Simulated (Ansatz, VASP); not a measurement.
## RhO: VASP beside Ansatz

```
CELL_PARAMETERS angstrom
2.76037 0.00000 0.00000
0.00000 2.76037 0.00000
0.00000 0.00000 2.75993
ATOMIC_POSITIONS crystal
Rh 0.50000 0.50000 0.50000
O 0.00000 0.00000 0.00000
```

Alike in both runs: functional PBE; k mesh 20 × 20 × 20; occupations gaussian, width 0.1 eV; no spin polarisation.

Ansatz relaxed the structure, and its values are those at the end. VASP's run is a single point on that final structure, the one shown.

```csv
,VASP,Ansatz
version,VASP 6.6.1,Ansatz 0.2.0
potentials or method,"VASP PAW PBE potentials, release 64 (Rh_pv, O), cutoff 520 eV","scalar-relativistic, plane waves, PAW"
valence electrons in the cell,21,23
```

Ansatz gave:

* gap on the k mesh at the Fermi level (eV): none
* pressure (GPa): 0.0

Task: Which values does VASP return?

Result: gap on the k mesh at the Fermi level (eV): none; pressure (GPa): -0.1.

A gap of «none» marks a metal or a gap that the smearing closes. VASP's potentials hold 21 valence electrons a cell and Ansatz's 23, so a difference there can come from the potentials and not from the codes.
